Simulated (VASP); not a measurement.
# Au (I4/mmm) in VASP: further runs, part 2 of 2

VASP 6.6.1. The steps go on from the part before.

### Step 4. Single point, r2SCAN (strain +0.050 along x and y, +0.000 along z)

File POSCAR:

```
Au
1.0
    0.0000000000      2.1477750000      2.0455000000
    2.1477750000      0.0000000000      2.0455000000
    2.1477750000      2.1477750000      0.0000000000
Au
1
Direct
    0.0000000000      0.0000000000      0.0000000000
```

File INCAR.step1:

```
PREC     = Accurate       # precision mode
ENCUT    = 520            # plane-wave cutoff, eV
ISMEAR   = 0              # smearing method
SIGMA    = 0.15           # smearing width, eV
LREAL    = False          # projectors in reciprocal space
LASPH    = True           # aspherical terms in the spheres
NELM     = 60             # most SCF steps
NBANDS   = 12             # bands
GGA      = PE             # functional
ALGO     = Normal         # electronic algorithm
EDIFF    = 1E-4           # SCF threshold, eV
LWAVE    = True           # write WAVECAR
LCHARG   = False          # write CHGCAR
```

File INCAR.step2:

```
PREC     = Accurate       # precision mode
ENCUT    = 520            # plane-wave cutoff, eV
EDIFF    = 1E-6           # SCF threshold, eV
ISMEAR   = 0              # smearing method
SIGMA    = 0.15           # smearing width, eV
LREAL    = False          # projectors in reciprocal space
LASPH    = True           # aspherical terms in the spheres
NELM     = 60             # most SCF steps
ALGO     = Normal         # electronic algorithm
ISIF     = 2              # what is computed and relaxed
LWAVE    = False          # write WAVECAR
LCHARG   = False          # write CHGCAR
METAGGA  = R2SCAN         # meta-GGA
LMIXTAU  = True         
NBANDS   = 12             # bands
ISTART   = 1
```

File KPOINTS:

```
Automatic mesh
0
Gamma
  20 20 20
```

Potentials or basis: VASP PAW PBE potentials, release 64 (Au).

Command:

```
cat potpaw_PBE.64/Au/POTCAR > POTCAR
cp INCAR.step1 INCAR
mpirun -np 1 vasp_std > vasp.out
cp INCAR.step2 INCAR
mpirun -np 1 vasp_std > vasp.out
```

OUTCAR:

```text
PREC = Accurate
   ENCUT = 520
   EDIFF = 1E-6
   ISMEAR = 0
   LREAL = False
   LASPH = True
   NELM = 60
   ISIF = 2
   METAGGA = R2SCAN
   ISTART = 1

 ion  position               nearest neighbor table
   1  0.000  0.000  0.000-

  LATTYP: Found a body centered tetragonal cell.
 ALAT       =     3.0374125339
 C/A-ratio  =     1.3468700594

  Lattice vectors:

 A1 = (   0.0000000000,  -2.1477750000,  -2.0455000000)
 A2 = (   0.0000000000,   2.1477750000,  -2.0455000000)
 A3 = (   2.1477750000,   0.0000000000,   2.0455000000)

Analysis of symmetry for initial positions (statically):
=====================================================================
 Subroutine PRICEL returns:
 Original cell was already a primitive cell.

 Routine SETGRP: Setting up the symmetry group for a
 body centered tetragonal supercell.

 Subroutine GETGRP returns: Found 16 space group operations
 (whereof 16 operations were pure point group operations)
 out of a pool of 16 trial point group operations.

The static configuration has the point symmetry D_4h.

Analysis of symmetry for dynamics (positions and initial velocities):
=====================================================================
 Subroutine PRICEL returns:
 Original cell was already a primitive cell.

 Routine SETGRP: Setting up the symmetry group for a
 body centered tetragonal supercell.

 Subroutine GETGRP returns: Found 16 space group operations
 (whereof 16 operations were pure point group operations)
 out of a pool of 16 trial point group operations.

The dynamic configuration has the point symmetry D_4h.

 Subroutine INISYM returns: Found 16 space group operations
 (whereof 16 operations are pure point group operations),
 and found     1 'primitive' translations

----------------------------------------------------------------------------------------

                                     Primitive cell

  volume of cell :      18.8715

  direct lattice vectors                    reciprocal lattice vectors
     0.000000000  2.147775000  2.045500000    -0.232799059  0.232799059  0.244439012
     2.147775000  0.000000000  2.045500000     0.232799059 -0.232799059  0.244439012
     2.147775000  2.147775000  0.000000000     0.232799059  0.232799059 -0.244439012

  length of vectors
     2.965975000  2.965975000  3.037412534     0.410050284  0.410050284  0.410050284

  position of ions in fractional coordinates (direct lattice)
     0.000000000  0.000000000  0.000000000

  ion indices of the primitive-cell ions
   primitive index   ion index
                 1           1

----------------------------------------------------------------------------------------

 KPOINTS: Automatic mesh

Automatic generation of k-mesh.
 Grid dimensions read from file:
 generate k-points for:   20   20   20

 Generating k-lattice:

  Cartesian coordinates                     Fractional coordinates (reciprocal lattice)
    -0.011639953  0.011639953  0.012221951     0.050000000 -0.000000000  0.000000000
     0.011639953 -0.011639953  0.012221951    -0.000000000  0.050000000  0.000000000
     0.011639953  0.011639953 -0.012221951     0.000000000  0.000000000  0.050000000

  Length of vectors
     0.020502514  0.020502514  0.020502514

  Shift w.r.t. Gamma in fractional coordinates (k-lattice)
     0.000000000  0.000000000  0.000000000

 Subroutine IBZKPT returns following result:
 ===========================================

 Found    641 irreducible k-points:

 Following reciprocal coordinates:
            Coordinates               Weight
  0.000000  0.000000  0.000000      1.000000
  0.050000  0.000000  0.000000      8.000000
  0.100000  0.000000  0.000000      8.000000
  0.150000  0.000000  0.000000      8.000000
  0.200000  0.000000  0.000000      8.000000
  0.250000  0.000000  0.000000      8.000000
[... 16 lines left out ...]
 -0.400000  0.050000  0.000000      8.000000
 -0.350000  0.050000  0.000000      8.000000
 [... further k-points ...]
   k-points           NKPTS =    641   k-points in BZ     NKDIM =    641   number of bands    NBANDS=     12
   number of dos      NEDOS =    301   number of ions     NIONS =      1
   total plane-waves  NPLWV =  13824
   dimension x,y,z NGX =    24 NGY =   24 NGZ =   24
   dimension x,y,z NGXF=    48 NGYF=   48 NGZF=   48
   ions per type =               1
   NGX,Y,Z   is equivalent  to a cutoff of  13.45, 13.45, 13.14 a.u.
   NGXF,Y,Z  is equivalent  to a cutoff of  26.90, 26.90, 26.27 a.u.
 SYSTEM =  unknown system
   PREC   = accura    normal or accurate (medium, high low for compatibility)
   ISTART =      1    job   : 0-new  1-cont  2-samecut
   ICHARG =      0    charge: 1-file 2-atom 10-const
   ISPIN  =      1    spin polarized calculation?
   LNONCOLLINEAR =      F non collinear calculations
   LSORBIT =      F    spin-orbit coupling
   LASPH  =      T    aspherical Exc in radial PAW
   ENCUT  =  520.0 eV  38.22 Ry    6.18 a.u.   5.51  5.51  5.65*2*pi/ulx,y,z
   NELM   =     60;   NELMIN=  2; NELMDL=  0     # of ELM steps
   EDIFF  = 0.1E-05   stopping-criterion for ELM
   LREAL  =      F    real-space projection
   EDIFFG = 0.1E-04   stopping-criterion for IOM
   NSW    =      0    number of steps for IOM
   IBRION =     -1    ionic relax: 0-MD 1-quasi-New 2-CG
   NFREE  =      0    steps in history (QN), initial steepest desc. (CG)
   ISIF   =      2    stress and relaxation
   ISYM   =      2    0-nonsym 1-usesym 2-fastsym
   POTIM  = 0.5000    time-step for ionic-motion
   TEBEG  =    0.0;   TEEND  =   0.0 temperature during run
   PSTRESS=    0.0 pullay stress
   NELECT =      11.0000    total number of electrons
   NUPDOWN=      -1.0000    fix difference up-down
   EMIN   =  10.00;   EMAX   =-10.00  energy-range for DOS
   EFERMI =   0.00;   METHOD = LEGACY
   ISMEAR =     0;   SIGMA  =   0.15  broadening in eV -4-tet -1-fermi 0-gaus
   EFERMI_NEDOS =   21; number of points for ismear=-14 and -15
   IALGO  =     38    algorithm
   IMIX   =      4    mixing-type and parameters
     AMIX     =   0.40;   BMIX     =  1.00
     AMIX_MAG =   1.60;   BMIX_MAG =  1.00
  volume/ion in A,a.u.               =      18.87       127.35
  Fermi-wavevector in a.u.,A,eV,Ry     =   1.367530  2.584256 25.444759  1.870137
  Thomas-Fermi vector in A             =   2.493574
   LORBIT       =      0    0 simple, 1 ext, 2 COOP (PROOUT), +10 PAW based schemes
   METAGGA = R2SCAN    functional components
   LHFCALC =     F    Hartree Fock is set to
   AEXX    =    0.0000 exact exchange contribution
   IVDW    =     0    specifies the selected vdW correction
   LEPSILON=     F    determine dielectric tensor
   LRPA    =     F    only Hartree local field effects (RPA)
 non-spin polarized calculation
 Gauss-broadening in eV      SIGMA  =   0.15
  energy-cutoff  :      520.00
  volume of cell :       18.87
 maximum number of plane-waves:       525
 NGX is ok and might be reduce to    24
   NGX = 11   NGY = 11   NGZ = 11

 number of electron      10.9999999 magnetization

 Free energy of the ion-electron system (eV)
  ---------------------------------------------------
  ext. energy  EPLUGINS =         0.00000000
  ---------------------------------------------------
  free energy    TOTEN  =       -50.55714666 eV

  energy without entropy =      -50.55420696  energy(sigma->0) =      -50.55567681

 E-fermi :   7.7171     XC(G=0): -12.9138

 val. band max:        7.6838328096   @ k =   0.5000   0.1500   0.3500
 cond. band min:       7.7265196818   @ k =   0.5000   0.0500   0.1500
 fundamental gap:      0.0426868722
 Fermi energy:         7.7171454681

 k-point     1 :       0.0000    0.0000    0.0000
  band No.  band energies     occupation
      1      -1.2909      2.00000
      2       3.1866      2.00000
      3       3.1866      2.00000
      4       3.5502      2.00000
      5       4.3718      2.00000
      6       4.7597      2.00000
      7      23.1638      0.00000
      8      26.3867      0.00000
      9      26.3867      0.00000
     10      26.9872      0.00000
     11      31.5386      0.00000
     12      34.4636      0.00000
[... 331 lines left out ...]
 k-point    24 :      -0.3500    0.0500    0.0000
  band No.  band energies     occupation
      1       1.0656      2.00000
      2       3.2422      2.00000
      3       3.5280      2.00000
      4       4.5173      2.00000
      5       5.1892      2.00000
      6       5.6200      2.00000
      7      14.2114      0.00000
      8      23.1273      0.00000
      9      25.1540      0.00000
     10      25.7705      0.00000
     11      30.7644      0.00000
     12      31.0531      0.00000

 [... further k-points ...]
[... 5 lines left out ...]
  --------------------------------------------------------------------------------------
  -------------------------------------------------------------------------------------
  Total       -1.0850449     -1.0850449     -0.9752333      0.0000000      0.0000000      0.0000000
  in kB      -92.1194328    -92.1194328    -82.7965119      0.0000000      0.0000000      0.0000000
  external PRESSURE =     -89.0117925 kB  Pullay stress =       0.0000000 kB

 VOLUME and BASIS-vectors are now :
 -----------------------------------------------------------------------------
  energy-cutoff  :      520.00
  volume of cell :       18.87
      direct lattice vectors                 reciprocal lattice vectors
     0.000000000  2.147775000  2.045500000    -0.232799059  0.232799059  0.244439012
     2.147775000  0.000000000  2.045500000     0.232799059 -0.232799059  0.244439012
     2.147775000  2.147775000  0.000000000     0.232799059  0.232799059 -0.244439012

 POSITION                                       TOTAL-FORCE (eV/Angst)
 -----------------------------------------------------------------------------------
      0.00000      0.00000      0.00000         0.000000      0.000000      0.000000
 -----------------------------------------------------------------------------------
    total drift:                                0.000000      0.000000      0.000000

  FREE ENERGIE OF THE ION-ELECTRON SYSTEM (eV)
  ---------------------------------------------------
  free  energy   TOTEN  =       -50.5571466637 eV

  energy  without entropy=      -50.5542069645  energy(sigma->0) =      -50.55567681
```

It took 2.3 min on 1 thread of Intel Xeon 6975P-C (Granite Rapids), shared host; peak memory 0.26 GiB.

Results:

```yaml
Free_energy: -50.5571 eV
Pressure: -8.9 GPa
Band_gap_on_the_k_mesh: zero (an odd number of electrons rules out a gap without spin polarisation)
```

Caveat: the cell differs from its parent crystal (strain +0.050 along x and y, +0.000 along z); the cell stands under tension; the PAW data sets were made with another functional, which shifts forces and pressure a little; spin-orbit coupling is left out, which moves the levels of the heavy elements.

### Step 5. Overview

| cell | gap on the mesh (eV) | pressure (GPa) |
| --- | --- | --- |
| a = 2.896, b = 2.896, c = 3.037 Å, angles 58.4, 58.4, 63.2°, 1 atom | none | -2.7 |
| a = 2.931, b = 2.931, c = 3.037 Å, angles 58.8, 58.8, 62.4°, 1 atom | none | -6.1 |
| a = 2.966, b = 2.966, c = 3.037 Å, angles 59.2, 59.2, 61.6°, 1 atom | none | -8.9 |

Alike in all rows: task single point; level r2SCAN; potentials or basis VASP PAW PBE potentials, release 64 (Au); no spin polarisation; k mesh 20 × 20 × 20; cutoff (eV) 520; smearing gaussian 0.15 eV.

Caveats: the PAW data sets were made with another functional, which shifts forces and pressure a little; spin-orbit coupling is left out, which moves the levels of the heavy elements; the cell stands under tension (at least some runs).

Total energies depend on the potentials used, so only differences within one code and one set of settings carry meaning.
